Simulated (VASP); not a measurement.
Runs of VASP 6.6.1 on Gd. The structure is that of space group Fm-3m (No. 225), or close to it. The cells are those of the table. This isn't the form of Gd at room conditions, which is hcp.

```csv
cell,gap on the mesh (eV),pressure (GPa),moment (μB)
"a = 3.752 Å, angles 60.0°, 1 atom",none,-5.8,7.32
"a = 3.657 Å, angles 60.0°, 1 atom",none,-5.1,(a)
"a = 3.607 Å, angles 60.0°, 1 atom",none,-4.1,7.21
"a = 3.705 Å, angles 60.0°, 1 atom",none,-5.9,7.27
"a = 3.557 Å, angles 60.0°, 1 atom",none,(b),7.20
```

Alike in all rows: task single point; level LDA; potentials or basis VASP PAW PBE potentials, release 64 (Gd); spin collinear, ferromagnetic start; k mesh 10 × 10 × 10; cutoff (eV) 520; smearing fermi-dirac 0.05 eV.

Fill in the values left out.

(a) 7.24; (b) -2.9.

Caveats: the PAW data sets were made with another functional, which shifts forces and pressure a little; spin-orbit coupling is left out, which moves the levels of the heavy elements; semilocal functionals describe open f shells poorly, which spoils levels, moments and volumes; the cell stands under tension (at least some runs).

A k mesh can miss the band edges, and the runs leave out spin-orbit coupling on Gd.

A gap of «none» marks levels without a gap at the run's occupations.
